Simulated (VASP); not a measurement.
# ZnHg3 (Fm-3m) in VASP: single point with LDA

Aim: the single point of ZnHg3 with LDA.

All numbers are computed with VASP 6.6.1; they aren't measurements. Logs are shortened: lines on timing, memory, paths and dates and some standing lists are left out, and cuts for length are marked.

## 1. The cell of the first run

It takes space group Fm-3m (No. 225, cubic). The conventional cell has a = 6.887 Å, b = 6.887 Å, c = 6.887 Å, α = 90.00°, β = 90.00°, γ = 90.00°. Zn (site symmetry m-3m) has 14 Hg at 2.98 to 3.44 Å within 3.9 Å. Hg (site symmetry -43m) has 4 Zn at 2.98 Å and 10 Hg at 2.98 to 3.44 Å within 3.9 Å. Within 3.9 Å of Hg (site symmetry m-3m) lie 8 Hg at 2.98 Å and 6 Zn at 3.44 Å.

## 2. Single point, LDA

Input file INCAR:

```
PREC     = Accurate       # precision mode
ENCUT    = 520            # plane-wave cutoff, eV
EDIFF    = 1E-6           # SCF threshold, eV
ISMEAR   = 1              # smearing method
SIGMA    = 0.1            # smearing width, eV
LREAL    = False          # projectors in reciprocal space
LASPH    = True           # aspherical terms in the spheres
NELM     = 100            # most SCF steps
ALGO     = Normal         # electronic algorithm
ISIF     = 2              # what is computed and relaxed
LWAVE    = False          # write WAVECAR
LCHARG   = True           # write CHGCAR
LELF     = True           # ELF
LVHAR    = True         
NBANDS   = 32             # bands
```

Input file KPOINTS:

```
Automatic mesh
0
Gamma
  11 11 11
```

Input file POSCAR:

```
ZnHg3
1.0
    0.0000000000      3.4433477460      3.4433477460
    3.4433477460      0.0000000000      3.4433477460
    3.4433477460      3.4433477460      0.0000000000
Zn Hg
1 3
Direct
    0.0000000000      0.0000000000      0.0000000000
    0.2500000000      0.2500000000      0.2500000000
    0.7500000000      0.7500000000      0.7500000000
    0.5000000000      0.5000000000      0.5000000000
```

Potentials or basis: VASP PAW LDA potentials, release 64 (Zn, Hg).

On the command line:

```console
> cat potpaw_LDA.64/Zn/POTCAR potpaw_LDA.64/Hg/POTCAR > POTCAR
> mpirun -np 1 vasp_std > vasp.out
```

OUTCAR:

```text
PREC = Accurate
   ENCUT = 520
   EDIFF = 1E-6
   ISMEAR = 1
   LREAL = False
   LASPH = True
   NELM = 100
   ISIF = 2

 ion  position               nearest neighbor table
   1  0.000  0.000  0.000-   3 2.98   3 2.98   3 2.98   2 2.98   2 2.98   2 2.98   3 2.98   2 2.98
                             4 3.44   4 3.44   4 3.44   4 3.44   4 3.44   4 3.44
   2  0.250  0.250  0.250-   1 2.98   1 2.98   1 2.98   4 2.98   4 2.98   4 2.98   4 2.98   1 2.98
                             3 3.44   3 3.44   3 3.44   3 3.44   3 3.44   3 3.44
   3  0.750  0.750  0.750-   4 2.98   4 2.98   4 2.98   1 2.98   1 2.98   1 2.98   4 2.98   1 2.98
                             2 3.44   2 3.44   2 3.44   2 3.44   2 3.44   2 3.44
   4  0.500  0.500  0.500-   2 2.98   2 2.98   2 2.98   3 2.98   3 2.98   3 2.98   3 2.98   2 2.98
                             1 3.44   1 3.44   1 3.44   1 3.44   1 3.44   1 3.44

  LATTYP: Found a face centered cubic cell.
 ALAT       =     6.8866954920

  Lattice vectors:

 A1 = (   0.0000000000,   3.4433477460,   3.4433477460)
 A2 = (   3.4433477460,   0.0000000000,   3.4433477460)
 A3 = (   3.4433477460,   3.4433477460,   0.0000000000)

Analysis of symmetry for initial positions (statically):
=====================================================================
 Subroutine PRICEL returns:
 Original cell was already a primitive cell.

 Routine SETGRP: Setting up the symmetry group for a
 face centered cubic supercell.

 Subroutine GETGRP returns: Found 48 space group operations
 (whereof 48 operations were pure point group operations)
 out of a pool of 48 trial point group operations.

The static configuration has the point symmetry O_h .

Analysis of symmetry for dynamics (positions and initial velocities):
=====================================================================
 Subroutine PRICEL returns:
 Original cell was already a primitive cell.

 Routine SETGRP: Setting up the symmetry group for a
 face centered cubic supercell.

 Subroutine GETGRP returns: Found 48 space group operations
 (whereof 48 operations were pure point group operations)
 out of a pool of 48 trial point group operations.

The dynamic configuration has the point symmetry O_h .

 Subroutine INISYM returns: Found 48 space group operations
 (whereof 48 operations are pure point group operations),
 and found     1 'primitive' translations

----------------------------------------------------------------------------------------

                                     Primitive cell

  volume of cell :      81.6531

  direct lattice vectors                    reciprocal lattice vectors
     0.000000000  3.443347746  3.443347746    -0.145207524  0.145207524  0.145207524
     3.443347746  0.000000000  3.443347746     0.145207524 -0.145207524  0.145207524
     3.443347746  3.443347746  0.000000000     0.145207524  0.145207524 -0.145207524

  length of vectors
     4.869629082  4.869629082  4.869629082     0.251506809  0.251506809  0.251506809

  position of ions in fractional coordinates (direct lattice)
     0.000000000  0.000000000  0.000000000
     0.250000000  0.250000000  0.250000000
     0.750000000  0.750000000  0.750000000
     0.500000000  0.500000000  0.500000000

  ion indices of the primitive-cell ions
   primitive index   ion index
                 1           1
                 2           2
                 3           3
                 4           4

----------------------------------------------------------------------------------------

 KPOINTS: Automatic mesh

Automatic generation of k-mesh.
 Grid dimensions read from file:
 generate k-points for:   11   11   11

 Generating k-lattice:

  Cartesian coordinates                     Fractional coordinates (reciprocal lattice)
    -0.013200684  0.013200684  0.013200684     0.090909091  0.000000000  0.000000000
     0.013200684 -0.013200684  0.013200684     0.000000000  0.090909091  0.000000000
     0.013200684  0.013200684 -0.013200684     0.000000000  0.000000000  0.090909091

  Length of vectors
     0.022864255  0.022864255  0.022864255

  Shift w.r.t. Gamma in fractional coordinates (k-lattice)
     0.000000000  0.000000000  0.000000000

 Subroutine IBZKPT returns following result:
 ===========================================

 Found     56 irreducible k-points:

 Following reciprocal coordinates:
            Coordinates               Weight
  0.000000  0.000000  0.000000      1.000000
  0.090909  0.000000  0.000000      8.000000
  0.181818  0.000000  0.000000      8.000000
  0.272727  0.000000  0.000000      8.000000
  0.363636  0.000000  0.000000      8.000000
  0.454545  0.000000  0.000000      8.000000
[... 16 lines left out ...]
 -0.272727  0.181818  0.000000     24.000000
 -0.181818  0.181818  0.000000     12.000000
 [... further k-points ...]
   k-points           NKPTS =     56   k-points in BZ     NKDIM =     56   number of bands    NBANDS=     32
   number of dos      NEDOS =    301   number of ions     NIONS =      4
   total plane-waves  NPLWV =  46656
   dimension x,y,z NGX =    36 NGY =   36 NGZ =   36
   dimension x,y,z NGXF=    72 NGYF=   72 NGZF=   72
   ions per type =               1   3
   NGX,Y,Z   is equivalent  to a cutoff of  12.29, 12.29, 12.29 a.u.
   NGXF,Y,Z  is equivalent  to a cutoff of  24.58, 24.58, 24.58 a.u.
 SYSTEM =  unknown system
   PREC   = accura    normal or accurate (medium, high low for compatibility)
   ISTART =      0    job   : 0-new  1-cont  2-samecut
   ICHARG =      2    charge: 1-file 2-atom 10-const
   ISPIN  =      1    spin polarized calculation?
   LNONCOLLINEAR =      F non collinear calculations
   LSORBIT =      F    spin-orbit coupling
   LASPH  =      T    aspherical Exc in radial PAW
   ENCUT  =  520.0 eV  38.22 Ry    6.18 a.u.   9.05  9.05  9.05*2*pi/ulx,y,z
   NELM   =    100;   NELMIN=  2; NELMDL= -5     # of ELM steps
   EDIFF  = 0.1E-05   stopping-criterion for ELM
   LREAL  =      F    real-space projection
[... 7 lines left out ...]
   TEBEG  =    0.0;   TEEND  =   0.0 temperature during run
   PSTRESS=    0.0 pullay stress
   NELECT =      48.0000    total number of electrons
   NUPDOWN=      -1.0000    fix difference up-down
   EMIN   =  10.00;   EMAX   =-10.00  energy-range for DOS
   EFERMI =   0.00;   METHOD = LEGACY
   ISMEAR =     1;   SIGMA  =   0.10  broadening in eV -4-tet -1-fermi 0-gaus
   EFERMI_NEDOS =   21; number of points for ismear=-14 and -15
   IALGO  =     38    algorithm
   IMIX   =      4    mixing-type and parameters
     AMIX     =   0.40;   BMIX     =  1.00
     AMIX_MAG =   1.60;   BMIX_MAG =  1.00
  volume/ion in A,a.u.               =      20.41       137.76
  Fermi-wavevector in a.u.,A,eV,Ry     =   1.371401  2.591572 25.589019  1.880740
  Thomas-Fermi vector in A             =   2.497101
   LORBIT       =      0    0 simple, 1 ext, 2 COOP (PROOUT), +10 PAW based schemes
   GGA     = CA    functional components
   LHFCALC =     F    Hartree Fock is set to
   AEXX    =    0.0000 exact exchange contribution
   IVDW    =     0    specifies the selected vdW correction
   LEPSILON=     F    determine dielectric tensor
   LRPA    =     F    only Hartree local field effects (RPA)
 non-spin polarized calculation
 Methfessel and Paxton  Order N= 1 SIGMA  =   0.10
  energy-cutoff  :      520.00
  volume of cell :       81.65
 maximum number of plane-waves:      2215
   NGX = 19   NGY = 19   NGZ = 19

 number of electron      48.0000020 magnetization

 Free energy of the ion-electron system (eV)
  ---------------------------------------------------
  ext. energy  EPLUGINS =         0.00000000
  ---------------------------------------------------
  free energy    TOTEN  =        -4.27147646 eV

  energy without entropy =       -4.27297482  energy(sigma->0) =       -4.27197591

 E-fermi :   3.1183     XC(G=0): -11.6047

 val. band max:        3.0661904917   @ k =  -0.4545   0.4545   0.0909
 cond. band min:       3.1456063065   @ k =   0.4545   0.0000   0.0000
 fundamental gap:      0.0794158149
 Fermi energy:         3.1183164512

 k-point     1 :       0.0000    0.0000    0.0000
  band No.  band energies     occupation
      1      -6.7602      2.00000
      2      -5.1873      2.00000
      3      -5.1873      2.00000
      4      -4.5460      2.00000
      5      -4.5460      2.00000
      6      -4.5460      2.00000
[... 24 lines left out ...]
     31       7.1502      0.00000
     32       7.1502      0.00000

 k-point     2 :       0.0909    0.0000    0.0000
  band No.  band energies     occupation
      1      -6.6694      2.00000
      2      -5.1566      2.00000
      3      -5.1566      2.00000
      4      -4.7300      2.00000
      5      -4.6335      2.00000
      6      -4.6335      2.00000
[... 24 lines left out ...]
     31       7.4106      0.00000
     32       8.0609      0.00000

 k-point     3 :       0.1818    0.0000    0.0000
  band No.  band energies     occupation
      1      -6.4054      2.00000
      2      -5.0677      2.00000
      3      -5.0677      2.00000
      4      -4.8883      2.00000
      5      -4.7093      2.00000
      6      -4.7093      2.00000
[... 24 lines left out ...]
     31       8.2221      0.00000
     32       9.8374      0.00000

 k-point     4 :       0.2727    0.0000    0.0000
  band No.  band energies     occupation
      1      -5.9980      2.00000
      2      -4.9689      2.00000
      3      -4.9308      2.00000
      4      -4.9308      2.00000
      5      -4.7624      2.00000
      6      -4.7624      2.00000
[... 654 lines left out ...]
     31       9.9518      0.00000
     32      13.5363      0.00000

 k-point    23 :      -0.2727    0.1818    0.0000
  band No.  band energies     occupation
      1      -5.5197      2.00000
      2      -5.0222      2.00000
      3      -4.9157      2.00000
      4      -4.8583      2.00000
      5      -4.7487      2.00000
      6      -4.6957      2.00000
[... 24 lines left out ...]
     31      11.6459      0.00000
     32      12.2966      0.00000

 k-point    24 :      -0.1818    0.1818    0.0000
  band No.  band energies     occupation
      1      -5.8840      2.00000
      2      -5.0069      2.00000
      3      -4.9376      2.00000
      4      -4.8964      2.00000
      5      -4.8551      2.00000
      6      -4.6836      2.00000
[... 24 lines left out ...]
     31      11.0929      0.00000
     32      11.7577      0.00000

 [... further k-points ...]

------------------------ aborting loop because EDIFF is reached ----------------------------------------

  FORCE on cell =-STRESS in cart. coord.  units (eV):
  Direction    XX          YY          ZZ          XY          YZ          ZX
  --------------------------------------------------------------------------------------
  -------------------------------------------------------------------------------------
  Total        0.3430098      0.3430098      0.3430098      0.0000000     -0.0000000      0.0000000
  in kB        6.7304551      6.7304551      6.7304551      0.0000000     -0.0000000      0.0000000
  external PRESSURE =       6.7304551 kB  Pullay stress =       0.0000000 kB

 VOLUME and BASIS-vectors are now :
 -----------------------------------------------------------------------------
  energy-cutoff  :      520.00
  volume of cell :       81.65
      direct lattice vectors                 reciprocal lattice vectors
     0.000000000  3.443347746  3.443347746    -0.145207524  0.145207524  0.145207524
     3.443347746  0.000000000  3.443347746     0.145207524 -0.145207524  0.145207524
     3.443347746  3.443347746  0.000000000     0.145207524  0.145207524 -0.145207524

 POSITION                                       TOTAL-FORCE (eV/Angst)
 -----------------------------------------------------------------------------------
      0.00000      0.00000      0.00000         0.000000      0.000000     -0.000000
      1.72167      1.72167      1.72167        -0.000000     -0.000000     -0.000000
      5.16502      5.16502      5.16502         0.000000      0.000000      0.000000
      3.44335      3.44335      3.44335         0.000000      0.000000     -0.000000
 -----------------------------------------------------------------------------------
    total drift:                                0.000000      0.000000      0.000000

  FREE ENERGIE OF THE ION-ELECTRON SYSTEM (eV)
  ---------------------------------------------------
  free  energy   TOTEN  =        -4.2714764563 eV

  energy  without entropy=       -4.2729748150  energy(sigma->0) =       -4.27197591
```

Wall time 52 s (1 thread of Intel Xeon 6975P-C (Granite Rapids), shared host); peak memory 0.25 GiB.

What came out:

```
Free energy            : -4.2715 eV
Pressure               : 0.7 GPa
Band gap on the k mesh : zero (bands 24 and 25 overlap by 4.39 eV)
```

Levels at points of the mesh, in eV from the Fermi level:
```tsv
k point	band 21	band 22	band 23	band 24	band 25	band 26	band 27	band 28
(0.00, 0.00, 0.00)	-6.10	-0.24	-0.11	3.06	3.06	3.06	3.38	3.38
```

Caveat: spin-orbit coupling is left out, which moves the levels of the heavy elements.

The gap in the log of VASP goes by the Fermi energy; the results here count the filled bands.